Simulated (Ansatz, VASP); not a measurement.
# Two plane-wave programs on TiAl3

INCAR

```
PREC = Accurate ; ENCUT = 520
EDIFF = 1E-6 ; ISMEAR = 0
SIGMA = 0.15 ; LREAL = False
LASPH = True ; NELM = 100
ALGO = Fast ; ISIF = 2
LWAVE = False ; LCHARG = False
GGA = PS ; NBANDS = 18
```

Contents of KPOINTS:

```
regular mesh
0
Gamma
  20 20 20
```

Contents of POSCAR:

```
TiAl3
1.0
   -1.9339112126      1.9339112126      4.1621693629
    1.9339112126     -1.9339112126      4.1621693629
    1.9339112126      1.9339112126     -4.1621693629
Ti Al
1 3
Direct
    0.0000000000      0.0000000000      0.0000000000
    0.5000000000      0.5000000000      0.0000000000
    0.7500000000      0.2500000000      0.5000000000
    0.2500000000      0.7500000000      0.5000000000
```

Input for Ansatz:

```yaml
crystal:
  lattice:
    - [-1.9339112126, 1.9339112126, 4.1621693629]
    - [1.9339112126, -1.9339112126, 4.1621693629]
    - [1.9339112126, 1.9339112126, -4.1621693629]
  atoms:
    - { symbol: Ti, position: [0.0, 0.0, 0.0] }
    - { symbol: Al, position: [0.5, 0.5, 0.0] }
    - { symbol: Al, position: [0.75, 0.25, 0.5] }
    - { symbol: Al, position: [0.25, 0.75, 0.5] }
basis:
  ecutwfc: 420
kpoints:
  mp_grid: { grid: [20, 20, 20] }
hamiltonian:
  xc: pbesol
scf:
  occupations: { method: gaussian, width: 0.15 }
output:
  forces: true
  stress: true
  eigenvalues: true
  write_density: true
  write_potential: true
  elf: true
  volumetric_format: npy
```

Alike in both runs: task single point; functional PBEsol; k mesh 20 × 20 × 20; occupations gaussian, width 0.15 eV; no spin polarisation.

|  | VASP | Ansatz |
| --- | --- | --- |
| version | VASP 6.6.1 | Ansatz 0.2.0 |
| potentials or method | VASP PAW PBE potentials, release 64 (Ti_sv, Al), cutoff 520 eV | scalar-relativistic, plane waves, PAW |
| valence electrons in the cell | 21 | 21 |

Ansatz gave:

* gap on the k mesh at the Fermi level (eV): none
* pressure (GPa): 0.0
* traceless stress, the component that is largest in VASP (GPa): 4.78

Which values does VASP return?

gap on the k mesh at the Fermi level (eV): none; pressure (GPa): 0.1; traceless stress, the component that is largest in VASP (GPa): 4.77.

VASP's potentials were made for PBE, not for PBEsol. A gap of «none» marks a metal or a gap that the smearing closes.
